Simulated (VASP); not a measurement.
# MgS (Immm) in VASP: single point with HSE06

Aim: the single point of MgS with HSE06.

Everything below comes from runs of VASP 6.6.1. Logs are shortened: lines on timing, memory, paths and dates and some standing lists are left out, and cuts for length are marked.

### Step 1. The cell of the first run

It takes space group Immm (No. 71, orthorhombic). The conventional cell has a = 3.581 Å, b = 3.777 Å, c = 5.203 Å, α = 90.00°, β = 90.00°, γ = 90.00°. Mg (site symmetry mmm) has 6 S at 2.60 Å within 3.4 Å. Within 3.4 Å of S (site symmetry mmm) lie 6 Mg at 2.60 Å.

### Step 2. Single point, HSE06 (shear xy strain -5.3%)

Contents of POSCAR:

```
MgS
1.0
   -0.0690703012      2.6015179373      2.6015179373
    2.6015179373     -0.0690703012      2.6015179373
    2.5324476360      2.5324476360      0.0000000000
Mg S
1 1
Direct
    0.0000000000      0.0000000000      0.0000000000
    0.5000000000      0.5000000000      0.5000000000
```

Contents of INCAR.step1:

```
SYSTEM = MgS
PREC = Accurate
ENCUT = 520
EDIFF = 1E-5
ISMEAR = 0
SIGMA = 0.01
LREAL = .FALSE.
LASPH = .TRUE.
NELM = 80
ALGO = Normal
ISIF = 2
LWAVE = .TRUE.
LCHARG = .FALSE.
GGA = PE
NBANDS = 11
```

Contents of INCAR.step2:

```
SYSTEM = MgS
PREC = Accurate
ENCUT = 520
EDIFF = 1E-6
ISMEAR = 0
SIGMA = 0.01
LREAL = .FALSE.
LASPH = .TRUE.
NELM = 80
ALGO = Normal
ISIF = 2
LWAVE = .FALSE.
LCHARG = .FALSE.
GGA = PE
LHFCALC = .TRUE.
HFSCREEN = 0.2079
PRECFOCK = Normal
ISTART = 1
NBANDS = 11
```

Contents of KPOINTS:

```
Automatic mesh
0
G
  6 6 6
  0 0 0
```

Potentials or basis: VASP PAW PBE potentials, release 64 (Mg, S).

Run with:

```console
$ cat potpaw_PBE.64/Mg/POTCAR potpaw_PBE.64/S/POTCAR > POTCAR
$ cp INCAR.step1 INCAR
$ mpirun -np 1 vasp_std > vasp.out
$ cp INCAR.step2 INCAR
$ mpirun -np 1 vasp_std > vasp.out
```

OUTCAR:

```text
SYSTEM = MgS
   PREC = Accurate
   ENCUT = 520
   EDIFF = 1E-6
   ISMEAR = 0
   LREAL = .FALSE.
   LASPH = .TRUE.
   NELM = 80
   ISIF = 2
   GGA = PE
   LHFCALC = .TRUE.
   HFSCREEN = 0.2079
   PRECFOCK = Normal
   ISTART = 1

 ion  position               nearest neighbor table
   1  0.000  0.000  0.000-   2 2.60   2 2.60   2 2.60   2 2.60   2 2.60   2 2.60
   2  0.500  0.500  0.500-   1 2.60   1 2.60   1 2.60   1 2.60   1 2.60   1 2.60

  LATTYP: Found a body centered orthorhombic cell.
 ALAT       =     3.5814217928
 B/A-ratio  =     1.0545482562
 C/A-ratio  =     1.4527850043

  Lattice vectors:

 A1 = (   0.0690703012,  -2.6015179373,  -2.6015179373)
 A2 = (  -0.0690703013,   2.6015179372,  -2.6015179373)
 A3 = (   2.6015179373,  -0.0690703012,   2.6015179373)

Analysis of symmetry for initial positions (statically):
=====================================================================
 Subroutine PRICEL returns:
 Original cell was already a primitive cell.

 Routine SETGRP: Setting up the symmetry group for a
 body centered orthorhombic supercell.

 Subroutine GETGRP returns: Found  8 space group operations
 (whereof  8 operations were pure point group operations)
 out of a pool of  8 trial point group operations.

The static configuration has the point symmetry D_2h.

Analysis of symmetry for dynamics (positions and initial velocities):
=====================================================================
 Subroutine PRICEL returns:
 Original cell was already a primitive cell.

 Routine SETGRP: Setting up the symmetry group for a
 body centered orthorhombic supercell.

 Subroutine GETGRP returns: Found  8 space group operations
 (whereof  8 operations were pure point group operations)
 out of a pool of  8 trial point group operations.

The dynamic configuration has the point symmetry D_2h.

 Subroutine INISYM returns: Found  8 space group operations
 (whereof  8 operations are pure point group operations),
 and found     1 'primitive' translations

----------------------------------------------------------------------------------------

                                     Primitive cell

  volume of cell :      35.1888

  direct lattice vectors                    reciprocal lattice vectors
    -0.069070301  2.601517937  2.601517937    -0.187224669  0.187224669  0.192195484
     2.601517937 -0.069070301  2.601517937     0.187224669 -0.187224669  0.192195484
     2.532447636  2.532447636  0.000000000     0.197437449  0.197437449 -0.192195484

  length of vectors
     3.679750245  3.679750245  3.581421793     0.327177716  0.327177716  0.338972265

  position of ions in fractional coordinates (direct lattice)
     0.000000000  0.000000000  0.000000000
     0.500000000  0.500000000  0.500000000

  ion indices of the primitive-cell ions
   primitive index   ion index
                 1           1
                 2           2

----------------------------------------------------------------------------------------

 KPOINTS: Automatic mesh

Automatic generation of k-mesh.
 Grid dimensions read from file:
 generate k-points for:    6    6    6

 Generating k-lattice:

  Cartesian coordinates                     Fractional coordinates (reciprocal lattice)
    -0.031204112  0.031204112  0.032032581     0.166666667 -0.000000000  0.000000000
     0.031204112 -0.031204112  0.032032581    -0.000000000  0.166666667  0.000000000
     0.032906241  0.032906241 -0.032032581     0.000000000  0.000000000  0.166666667

  Length of vectors
     0.054529619  0.054529619  0.056495377

  Shift w.r.t. Gamma in fractional coordinates (k-lattice)
     0.000000000  0.000000000  0.000000000

 Subroutine IBZKPT returns following result:
 ===========================================

 Found     46 irreducible k-points:

 Following reciprocal coordinates:
            Coordinates               Weight
  0.000000  0.000000  0.000000      1.000000
  0.166667  0.000000  0.000000      4.000000
  0.333333  0.000000  0.000000      4.000000
  0.500000  0.000000  0.000000      2.000000
  0.166667  0.166667  0.000000      2.000000
  0.333333  0.166667  0.000000      4.000000
[... 16 lines left out ...]
 -0.166667  0.333333  0.166667      4.000000
  0.500000  0.500000  0.166667      4.000000
 [... further k-points ...]
   k-points           NKPTS =     46   k-points in BZ     NKDIM =    216   number of bands    NBANDS=     11
   number of dos      NEDOS =    301   number of ions     NIONS =      2
   total plane-waves  NPLWV =  21952
   dimension x,y,z NGX =    28 NGY =   28 NGZ =   28
   dimension x,y,z NGXF=    56 NGYF=   56 NGZF=   56
   ions per type =               1   1
   NGX,Y,Z   is equivalent  to a cutoff of  12.65, 12.65, 13.00 a.u.
   NGXF,Y,Z  is equivalent  to a cutoff of  25.30, 25.30, 25.99 a.u.
 SYSTEM =  MgS
   PREC   = accura    normal or accurate (medium, high low for compatibility)
   ISTART =      1    job   : 0-new  1-cont  2-samecut
   ICHARG =      0    charge: 1-file 2-atom 10-const
   ISPIN  =      1    spin polarized calculation?
   LNONCOLLINEAR =      F non collinear calculations
   LSORBIT =      F    spin-orbit coupling
   LASPH  =      T    aspherical Exc in radial PAW
   ENCUT  =  520.0 eV  38.22 Ry    6.18 a.u.   6.84  6.84  6.66*2*pi/ulx,y,z
   NELM   =     80;   NELMIN=  2; NELMDL=  0     # of ELM steps
   EDIFF  = 0.1E-05   stopping-criterion for ELM
   LREAL  =      F    real-space projection
   EDIFFG = 0.1E-04   stopping-criterion for IOM
   NSW    =      0    number of steps for IOM
   IBRION =     -1    ionic relax: 0-MD 1-quasi-New 2-CG
   NFREE  =      0    steps in history (QN), initial steepest desc. (CG)
   ISIF   =      2    stress and relaxation
   ISYM   =      3    0-nonsym 1-usesym 2-fastsym
   POTIM  = 0.5000    time-step for ionic-motion
   TEBEG  =    0.0;   TEEND  =   0.0 temperature during run
   PSTRESS=    0.0 pullay stress
   NELECT =       8.0000    total number of electrons
   NUPDOWN=      -1.0000    fix difference up-down
   EMIN   =  10.00;   EMAX   =-10.00  energy-range for DOS
   EFERMI =   0.00;   METHOD = LEGACY
   ISMEAR =     0;   SIGMA  =   0.01  broadening in eV -4-tet -1-fermi 0-gaus
   EFERMI_NEDOS =   21; number of points for ismear=-14 and -15
   IALGO  =     38    algorithm
   IMIX   =      1    mixing-type and parameters
     AMIX     =   0.40;   BMIX     =  1.00
     AMIX_MAG =   1.60;   BMIX_MAG =  1.00
  volume/ion in A,a.u.               =      17.59       118.73
  Fermi-wavevector in a.u.,A,eV,Ry     =   0.999164  1.888146 13.583085  0.998329
  Thomas-Fermi vector in A             =   2.131436
   LORBIT       =      0    0 simple, 1 ext, 2 COOP (PROOUT), +10 PAW based schemes
   GGA     = PE    functional components
   LHFCALC =     T    Hartree Fock is set to
   PRECFOCK=normal    Normal, Fast or Accurate (Low or Medium for compatibility)
   ENCUT4O =  -1.0   cutoff for four orbital integrals eV
   NKREDX  =     1    reduce k-point grid by
   NKREDY  =     1    reduce k-point grid by
   NKREDZ  =     1    reduce k-point grid by
   AEXX    =    0.2500 exact exchange contribution
   HFSCREEN=    0.2079 screening length (either q_TF or 0.3 A-1)
   HFSCREENC=   0.2079 screening length for correlation (either q_TF or 0.3 A-1)
   ENCUTFOCK=  -1.0 apply spherical cutoff to Coloumb kernel
   IVDW    =     0    specifies the selected vdW correction
   LEPSILON=     F    determine dielectric tensor
   LRPA    =     F    only Hartree local field effects (RPA)
 non-spin polarized calculation
 Gauss-broadening in eV      SIGMA  =   0.01
  energy-cutoff  :      520.00
  volume of cell :       35.19
 maximum number of plane-waves:       961
  NGX = 24; NGY = 24; NGZ = 20

 number of electron       8.0000001 magnetization

 Free energy of the ion-electron system (eV)
  ---------------------------------------------------
  ext. energy  EPLUGINS =         0.00000000
  ---------------------------------------------------
  free energy    TOTEN  =        -9.86904080 eV

  energy without entropy =       -9.86904080  energy(sigma->0) =       -9.86904080

 E-fermi :   3.3834     XC(G=0):  -8.0533

 val. band max:        3.3358130221   @ k =   0.0000   0.0000   0.0000
 cond. band min:       6.7119410277   @ k =   0.5000   0.5000   0.0000
 fundamental gap:      3.3761280056
 Fermi energy:         3.3833614990

 k-point     1 :       0.0000    0.0000    0.0000
  band No.  band energies     occupation
      1     -10.8925      2.00000
      2       2.8362      2.00000
      3       3.0639      2.00000
      4       3.3358      2.00000
      5       7.8228      0.00000
      6      11.7244      0.00000
      7      12.2349      0.00000
      8      12.6640      0.00000
      9      14.7645      0.00000
     10      14.8050      0.00000
     11      16.7340      0.00000

 k-point     2 :       0.1667    0.0000    0.0000
  band No.  band energies     occupation
      1     -10.6162      2.00000
      2       1.1906      2.00000
      3       2.8375      2.00000
      4       3.1504      2.00000
      5       9.0219      0.00000
      6      11.6813      0.00000
      7      12.4191      0.00000
      8      12.8606      0.00000
      9      13.9230      0.00000
     10      14.3060      0.00000
     11      17.0374      0.00000

 k-point     3 :       0.3333    0.0000    0.0000
  band No.  band energies     occupation
      1      -9.9518      2.00000
      2      -1.2130      2.00000
      3       2.5689      2.00000
      4       2.8233      2.00000
      5       9.0420      0.00000
      6      11.6285      0.00000
      7      11.9627      0.00000
      8      13.6034      0.00000
      9      15.6301      0.00000
     10      16.1691      0.00000
     11      16.3296      0.00000
[... 267 lines left out ...]
 k-point    23 :      -0.1667    0.3333    0.1667
  band No.  band energies     occupation
      1      -9.4832      2.00000
      2      -0.9300      2.00000
      3       0.6269      2.00000
      4       1.8737      2.00000
      5       9.6284      0.00000
      6      10.9086      0.00000
      7      12.0444      0.00000
      8      14.2824      0.00000
      9      16.1729      0.00000
     10      18.7272      0.00000
     11      19.5007      0.00000

 k-point    24 :       0.5000    0.5000    0.1667
  band No.  band energies     occupation
      1      -9.1494      2.00000
      2      -1.1604      2.00000
      3       0.7755      2.00000
      4       1.1638      2.00000
      5       7.4737      0.00000
      6      10.1697      0.00000
      7      14.4791      0.00000
      8      14.5698      0.00000
      9      17.4978      0.00000
     10      19.3674      0.00000
     11      20.7089      0.00000

 [... further k-points ...]

------------------------ aborting loop because EDIFF is reached ----------------------------------------

  FORCE on cell =-STRESS in cart. coord.  units (eV):
  Direction    XX          YY          ZZ          XY          YZ          ZX
  --------------------------------------------------------------------------------------
  -------------------------------------------------------------------------------------
  Total       -0.1259944     -0.1259944     -0.1817822      0.6807252     -0.0000000     -0.0000000
  in kB       -5.7366413     -5.7366413     -8.2767080     30.9940391     -0.0000000     -0.0000000
  external PRESSURE =      -6.5833302 kB  Pullay stress =       0.0000000 kB

 VOLUME and BASIS-vectors are now :
 -----------------------------------------------------------------------------
  energy-cutoff  :      520.00
  volume of cell :       35.19
      direct lattice vectors                 reciprocal lattice vectors
    -0.069070301  2.601517937  2.601517937    -0.187224669  0.187224669  0.192195484
     2.601517937 -0.069070301  2.601517937     0.187224669 -0.187224669  0.192195484
     2.532447636  2.532447636  0.000000000     0.197437449  0.197437449 -0.192195484

 POSITION                                       TOTAL-FORCE (eV/Angst)
 -----------------------------------------------------------------------------------
      0.00000      0.00000      0.00000        -0.000000      0.000000      0.000000
      2.53245      2.53245      2.60152         0.000000     -0.000000     -0.000000
 -----------------------------------------------------------------------------------
    total drift:                               -0.000000      0.000000      0.000000

  FREE ENERGIE OF THE ION-ELECTRON SYSTEM (eV)
  ---------------------------------------------------
  free  energy   TOTEN  =        -9.8690407968 eV

  energy  without entropy=       -9.8690407968  energy(sigma->0) =       -9.86904080
```

It took 16 min on 1 thread of Intel Xeon 6975P-C (Granite Rapids), shared host; peak memory 0.28 GiB.

What came out:

* Free energy: -9.8690 eV
* Pressure: -0.7 GPa
* Band gap on the k mesh: 3.38 eV (least direct gap 4.49 eV)

Stress tensor (GPa, compression positive):
```
-0.57  3.10  0.00
 3.10 -0.57  0.00
 0.00  0.00 -0.83
```

Caveat: the cell differs from its parent crystal (shear xy strain -5.3%); the PAW data sets were made with another functional, which shifts forces and pressure a little.
